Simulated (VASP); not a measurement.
Set up this calculation in VASP 6.6.1, as the native input.

```yaml
Task: single point
Functional: PBEsol
Potentials_or_basis: VASP PAW PBE potentials, release 64 (W_sv)
Cutoff: 500 eV
k_mesh: 13 × 13 × 13
Occupations: gaussian, width 0.2 eV
Spin: no spin polarisation
Dipole_correction: no
Further_INCAR_settings: ALGO = Normal; EDIFF = 1e-06; NBANDS = 13
```

The structure of W lies in POSCAR:

```
W
1.0
    0.0000000000      2.0300000000      2.0300000000
    2.0300000000      0.0000000000      2.0300000000
    2.0300000000      2.0300000000      0.0000000000
W
1
Direct
    0.0000000000      0.0000000000      0.0000000000
```

These files were run (other wordings do the same):

INCAR

```
ALGO     = Normal         # electronic algorithm
EDIFF    = 1E-6           # SCF threshold, eV
ENCUT    = 500            # plane-wave cutoff, eV
GGA      = PS             # functional
GGA_COMPAT= F            
ISIF     = 2              # what is computed and relaxed
ISMEAR   = 0              # smearing method
LASPH    = T              # aspherical terms in the spheres
LCHARG   = F              # write CHGCAR
LREAL    = F              # projectors in reciprocal space
LWAVE    = F              # write WAVECAR
NBANDS   = 13             # bands
NELM     = 120            # most SCF steps
PREC     = Accurate       # precision mode
SIGMA    = 0.2            # smearing width, eV
```

KPOINTS

```
k-points
0
Gamma
  13 13 13
```

Potentials or basis: VASP PAW PBE potentials, release 64 (W_sv).

Command:

```sh
$ cat potpaw_PBE.64/W_sv/POTCAR > POTCAR
$ mpirun -np 1 vasp_std > vasp.out
```

It gave:

| Item | Value |
| --- | --- |
| Pressure | -11.9 GPa |
| Band gap on the k mesh | zero (band 7 reaches 12.73 eV, above the bottom of band 8 at 9.52 eV) |

Caveat: the PAW data sets were made with another functional, which shifts forces and pressure a little; spin-orbit coupling is left out, which moves the levels of the heavy elements.

Run time: 5.2 s on 1 thread of Intel(R) Xeon(R) 6975P-C (Granite Rapids), on a shared host, peak memory 0.14 GiB.
